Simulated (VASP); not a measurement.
# Ga7P8Ru (P1) in VASP: single point with PBEsol

Aim: the single point of Ga7P8Ru with PBEsol.

Everything below comes from runs of VASP 6.6.1. Logs are shortened: lines on timing, memory, paths and dates and some standing lists are left out, and cuts for length are marked.

### 1 The cell of the first run

The typed cell holds 16 atoms: a = 7.708 Å, b = 7.708 Å, c = 7.708 Å, α = 60.00°, β = 60.00°, γ = 60.00°.

### 2 Single point, PBEsol

INCAR

```
PREC = Accurate
ENCUT = 520
EDIFF = 1E-6
ISMEAR = 0
SIGMA = 0.05
LREAL = Auto
LASPH = T
NELM = 60
ALGO = Normal
ISIF = 2
LWAVE = F
LCHARG = F
GGA = PS
NBANDS = 86
```

KPOINTS

```
Automatic mesh
0
Gamma
  3 3 3
```

POSCAR

```
Ga7P8Ru
1.0
    0.0000000000      5.4505000000      5.4505000000
    5.4505000000      0.0000000000      5.4505000000
    5.4505000000      5.4505000000      0.0000000000
Ru Ga P
1 7 8
Direct
    0.9996637915      0.0003067316      0.0016212535
    0.9980473641      0.0000607922      0.5019380712
    0.9991840237      0.5008315107      0.9998659656
    0.9982827707      0.5009972848      0.5021456148
    0.5004376201      0.9995455188      0.0006870064
    0.5003032765      0.9992510361      0.5020545788
    0.4998686934      0.5016092271      0.9996307467
    0.4991069606      0.5003943424      0.5003096375
    0.1206111543      0.1211913045      0.1221282280
    0.1198437025      0.1208251316      0.6394118741
    0.1196347420      0.6380296975      0.1220605981
    0.1244634188      0.6256275456      0.6256040257
    0.6375086565      0.1213659839      0.1218924437
    0.6237336819      0.1257165078      0.6264124237
    0.6248026473      0.6251060976      0.1255986699
    0.6240588343      0.6250556768      0.6254024222
```

Potentials or basis: VASP PAW PBE potentials, release 64 (Ru_pv, Ga_d, P).

The run is started by

```
cat potpaw_PBE.64/Ru_pv/POTCAR potpaw_PBE.64/Ga_d/POTCAR potpaw_PBE.64/P/POTCAR > POTCAR
mpirun -np 1 vasp_std > vasp.out
```

OUTCAR:

```text
PREC = Accurate
   ENCUT = 520
   EDIFF = 1E-6
   ISMEAR = 0
   LREAL = Auto
   LASPH = T
   NELM = 60
   ISIF = 2
   GGA = PS

 ion  position               nearest neighbor table
   1  1.000  0.000  0.002-  13 2.28  10 2.28  11 2.28   9 2.28
   2  0.998  0.000  0.502-  14 2.36  12 2.36   9 2.39  10 2.39
   3  0.999  0.501  1.000-  12 2.36  15 2.36   9 2.39  11 2.39
   4  0.998  0.501  0.502-  16 2.36  12 2.36  11 2.39  10 2.39
   5  0.500  1.000  0.001-  14 2.36  15 2.36   9 2.39  13 2.39
   6  0.500  0.999  0.502-  16 2.36  14 2.36  13 2.39  10 2.40
[... 8 lines left out ...]
  15  0.625  0.625  0.126-   3 2.36   7 2.36   5 2.36   8 2.36
  16  0.624  0.625  0.625-   6 2.36   4 2.36   7 2.36   8 2.36

  LATTYP: Found a face centered cubic cell.
 ALAT       =    10.9010000000

  Lattice vectors:

 A1 = (   0.0000000000,   5.4505000000,   5.4505000000)
 A2 = (   5.4505000000,   0.0000000000,   5.4505000000)
 A3 = (   5.4505000000,   5.4505000000,   0.0000000000)

Analysis of symmetry for initial positions (statically):
=====================================================================
 Subroutine PRICEL returns:
 Original cell was already a primitive cell.

 Routine SETGRP: Setting up the symmetry group for a
 face centered cubic supercell.

 Subroutine GETGRP returns: Found  1 space group operations
 (whereof  1 operations were pure point group operations)
 out of a pool of 48 trial point group operations.

The static configuration has the point symmetry C_1 .

Analysis of symmetry for dynamics (positions and initial velocities):
=====================================================================
 Subroutine PRICEL returns:
 Original cell was already a primitive cell.

 Routine SETGRP: Setting up the symmetry group for a
 face centered cubic supercell.

 Subroutine GETGRP returns: Found  1 space group operations
 (whereof  1 operations were pure point group operations)
 out of a pool of 48 trial point group operations.

The dynamic configuration has the point symmetry C_1 .

 Subroutine INISYM returns: Found  1 space group operations
 (whereof  1 operations are pure point group operations),
 and found     1 'primitive' translations

----------------------------------------------------------------------------------------

                                     Primitive cell

  volume of cell :     323.8464

  direct lattice vectors                    reciprocal lattice vectors
     0.000000000  5.450500000  5.450500000    -0.091734703  0.091734703  0.091734703
     5.450500000  0.000000000  5.450500000     0.091734703 -0.091734703  0.091734703
     5.450500000  5.450500000  0.000000000     0.091734703  0.091734703 -0.091734703

  length of vectors
     7.708171022  7.708171022  7.708171022     0.158889167  0.158889167  0.158889167

  position of ions in fractional coordinates (direct lattice)
     0.999663791  0.000306732  0.001621253
     0.998047364  0.000060792  0.501938071
     0.999184024  0.500831511  0.999865966
     0.998282771  0.500997285  0.502145615
     0.500437620  0.999545519  0.000687006
     0.500303276  0.999251036  0.502054579
[... 8 lines left out ...]
     0.624802647  0.625106098  0.125598670
     0.624058834  0.625055677  0.625402422

  ion indices of the primitive-cell ions
   primitive index   ion index
                 1           1
                 2           2
                 3           3
                 4           4
                 5           5
                 6           6
[... 8 lines left out ...]
                15          15
                16          16

----------------------------------------------------------------------------------------

 KPOINTS: Automatic mesh

Automatic generation of k-mesh.
 Grid dimensions read from file:
 generate k-points for:    3    3    3

 Generating k-lattice:

  Cartesian coordinates                     Fractional coordinates (reciprocal lattice)
    -0.030578234  0.030578234  0.030578234     0.333333333  0.000000000  0.000000000
     0.030578234 -0.030578234  0.030578234     0.000000000  0.333333333  0.000000000
     0.030578234  0.030578234 -0.030578234     0.000000000  0.000000000  0.333333333

  Length of vectors
     0.052963056  0.052963056  0.052963056

  Shift w.r.t. Gamma in fractional coordinates (k-lattice)
     0.000000000  0.000000000  0.000000000

 Subroutine IBZKPT returns following result:
 ===========================================

 Found     14 irreducible k-points:

 Following reciprocal coordinates:
            Coordinates               Weight
  0.000000  0.000000  0.000000      1.000000
  0.333333  0.000000  0.000000      2.000000
  0.000000  0.333333  0.000000      2.000000
  0.000000  0.000000  0.333333      2.000000
  0.333333  0.333333  0.333333      2.000000
  0.333333  0.333333  0.000000      2.000000
  0.000000  0.333333  0.333333      2.000000
  0.333333  0.000000  0.333333      2.000000
 -0.333333  0.333333  0.000000      2.000000
  0.000000 -0.333333  0.333333      2.000000
  0.333333  0.000000 -0.333333      2.000000
  0.333333  0.333333 -0.333333      2.000000
 -0.333333  0.333333 -0.333333      2.000000
  0.333333 -0.333333 -0.333333      2.000000
   k-points           NKPTS =     14   k-points in BZ     NKDIM =     14   number of bands    NBANDS=     86
   number of dos      NEDOS =    301   number of ions     NIONS =     16
   total plane-waves  NPLWV = 216000
   dimension x,y,z NGX =    60 NGY =   60 NGZ =   60
   dimension x,y,z NGXF=   120 NGYF=  120 NGZF=  120
   ions per type =               1   7   8
   NGX,Y,Z   is equivalent  to a cutoff of  12.94, 12.94, 12.94 a.u.
   NGXF,Y,Z  is equivalent  to a cutoff of  25.88, 25.88, 25.88 a.u.
 SYSTEM =  unknown system
   PREC   = accura    normal or accurate (medium, high low for compatibility)
   ISTART =      0    job   : 0-new  1-cont  2-samecut
   ICHARG =      2    charge: 1-file 2-atom 10-const
   ISPIN  =      1    spin polarized calculation?
   LNONCOLLINEAR =      F non collinear calculations
   LSORBIT =      F    spin-orbit coupling
   LASPH  =      T    aspherical Exc in radial PAW
   ENCUT  =  520.0 eV  38.22 Ry    6.18 a.u.  14.33 14.33 14.33*2*pi/ulx,y,z
   NELM   =     60;   NELMIN=  2; NELMDL= -5     # of ELM steps
   EDIFF  = 0.1E-05   stopping-criterion for ELM
   LREAL  =      T    real-space projection
   EDIFFG = 0.1E-04   stopping-criterion for IOM
   NSW    =      0    number of steps for IOM
   IBRION =     -1    ionic relax: 0-MD 1-quasi-New 2-CG
   NFREE  =      0    steps in history (QN), initial steepest desc. (CG)
   ISIF   =      2    stress and relaxation
   ISYM   =      2    0-nonsym 1-usesym 2-fastsym
   POTIM  = 0.5000    time-step for ionic-motion
   TEBEG  =    0.0;   TEEND  =   0.0 temperature during run
   PSTRESS=    0.0 pullay stress
   NELECT =     145.0000    total number of electrons
   NUPDOWN=      -1.0000    fix difference up-down
   EMIN   =  10.00;   EMAX   =-10.00  energy-range for DOS
   EFERMI =   0.00;   METHOD = LEGACY
   ISMEAR =     0;   SIGMA  =   0.05  broadening in eV -4-tet -1-fermi 0-gaus
   EFERMI_NEDOS =   21; number of points for ismear=-14 and -15
   IALGO  =     38    algorithm
   IMIX   =      4    mixing-type and parameters
     AMIX     =   0.40;   BMIX     =  1.00
     AMIX_MAG =   1.60;   BMIX_MAG =  1.00
  volume/ion in A,a.u.               =      20.24       136.59
  Fermi-wavevector in a.u.,A,eV,Ry     =   1.252423  2.366737 21.341612  1.568564
  Thomas-Fermi vector in A             =   2.386324
   LORBIT       =      0    0 simple, 1 ext, 2 COOP (PROOUT), +10 PAW based schemes
   GGA     = PS    functional components
   LHFCALC =     F    Hartree Fock is set to
   AEXX    =    0.0000 exact exchange contribution
   IVDW    =     0    specifies the selected vdW correction
   LEPSILON=     F    determine dielectric tensor
   LRPA    =     F    only Hartree local field effects (RPA)
 non-spin polarized calculation
 Gauss-broadening in eV      SIGMA  =   0.05
  energy-cutoff  :      520.00
  volume of cell :      323.85
 maximum number of plane-waves:      8720
 NGX is ok and might be reduce to    60
   NGX = 29   NGY = 29   NGZ = 29

 number of electron     144.9999950 magnetization

 Free energy of the ion-electron system (eV)
  ---------------------------------------------------
  ext. energy  EPLUGINS =         0.00000000
  ---------------------------------------------------
  free energy    TOTEN  =       -84.42734327 eV

  energy without entropy =      -84.40823410  energy(sigma->0) =      -84.41778869

 E-fermi :   4.8717     XC(G=0): -10.0989

 val. band max:        4.8615062192   @ k =   0.3333   0.0000  -0.3333
 cond. band min:       4.9579297733   @ k =   0.0000   0.3333   0.3333
 fundamental gap:      0.0964235541
 Fermi energy:         4.8716945536

 k-point     1 :       0.0000    0.0000    0.0000
  band No.  band energies     occupation
      1     -37.5427      2.00000
      2     -37.5421      2.00000
      3     -37.5414      2.00000
      4      -9.9121      2.00000
      5      -9.9121      2.00000
      6      -9.9114      2.00000
[... 76 lines left out ...]
     83       7.5624      0.00000
     84       7.5631      0.00000

 k-point     2 :       0.3333    0.0000    0.0000
  band No.  band energies     occupation
      1     -37.5427      2.00000
      2     -37.5421      2.00000
      3     -37.5414      2.00000
      4      -9.9036      2.00000
      5      -9.9030      2.00000
      6      -9.9009      2.00000
[... 1033 lines left out ...]
     83       8.8290      0.00000
     84       9.0312      0.00000

 k-point    14 :       0.3333   -0.3333   -0.3333
  band No.  band energies     occupation
      1     -37.5427      2.00000
      2     -37.5421      2.00000
      3     -37.5414      2.00000
      4      -9.8977      2.00000
      5      -9.8968      2.00000
      6      -9.8896      2.00000
[... 76 lines left out ...]
     83       8.8297      0.00000
     84       9.0316      0.00000
 [bands above 84 left out]

------------------------ aborting loop because EDIFF is reached ----------------------------------------

  FORCE on cell =-STRESS in cart. coord.  units (eV):
  Direction    XX          YY          ZZ          XY          YZ          ZX
  --------------------------------------------------------------------------------------
  -------------------------------------------------------------------------------------
  Total       -3.8800587     -3.8934524     -3.8825322      0.0349972      0.0124688      0.0382563
  in kB      -19.1959607    -19.2622238    -19.2081977      0.1731431      0.0616873      0.1892667
  external PRESSURE =     -19.2221274 kB  Pullay stress =       0.0000000 kB

 VOLUME and BASIS-vectors are now :
 -----------------------------------------------------------------------------
  energy-cutoff  :      520.00
  volume of cell :      323.85
      direct lattice vectors                 reciprocal lattice vectors
     0.000000000  5.450500000  5.450500000    -0.091734703  0.091734703  0.091734703
     5.450500000  0.000000000  5.450500000     0.091734703 -0.091734703  0.091734703
     5.450500000  5.450500000  0.000000000     0.091734703  0.091734703 -0.091734703

 POSITION                                       TOTAL-FORCE (eV/Angst)
 -----------------------------------------------------------------------------------
      0.01051      5.45750      5.45034        -0.007555     -0.005657     -0.002733
      2.73614      8.17567      5.44019         0.003849      0.011427     -0.016818
      8.17955     10.89582      8.17583         0.011743     -0.020900      0.000163
      5.46763      8.17808      8.17183         0.003304      0.002585     -0.002017
      5.45177      2.73138      8.17566        -0.017867      0.008584      0.002188
      8.18287      5.46335      8.17332         0.008134     -0.003647     -0.006072
[... 8 lines left out ...]
      4.09172      4.09006      6.81263         0.006931     -0.008736     -0.000338
      6.81562      6.81019      6.80830         0.013592      0.009525      0.004570
 -----------------------------------------------------------------------------------
    total drift:                               -0.001347     -0.001660     -0.000459

  FREE ENERGIE OF THE ION-ELECTRON SYSTEM (eV)
  ---------------------------------------------------
  free  energy   TOTEN  =       -84.4273432715 eV

  energy  without entropy=      -84.4082341037  energy(sigma->0) =      -84.41778869
```

Run time: 13 min. Hardware: 1 thread of Intel Xeon Platinum 8488C (Sapphire Rapids), shared host; peak memory 0.62 GiB.

What came out:

| Quantity | Value |
| --- | --- |
| Free energy | -84.4273 eV |
| Pressure | -1.9 GPa |
| Largest force | 0.172 eV/Å |
| Band gap on the k mesh | zero (an odd number of electrons rules out a gap without spin polarisation) |

Forces in eV/Å, atoms in the order of the input:
```
Ru  -0.008 -0.006 -0.003
Ga   0.004  0.011 -0.017
Ga   0.012 -0.021  0.000
Ga   0.003  0.003 -0.002
Ga  -0.018  0.009  0.002
Ga   0.008 -0.004 -0.006
Ga   0.005  0.007  0.005
Ga  -0.001  0.002  0.004
P   -0.098 -0.099 -0.101
P    0.090  0.096 -0.083
P    0.089 -0.086  0.109
P    0.003 -0.003 -0.005
P   -0.097  0.086  0.087
P   -0.013  0.004  0.005
P    0.007 -0.009  0.000
P    0.014  0.010  0.005
```

Caveat: the PAW data sets were made with another functional, which shifts forces and pressure a little.

The gap in the log of VASP goes by the Fermi energy; the results here count the filled bands.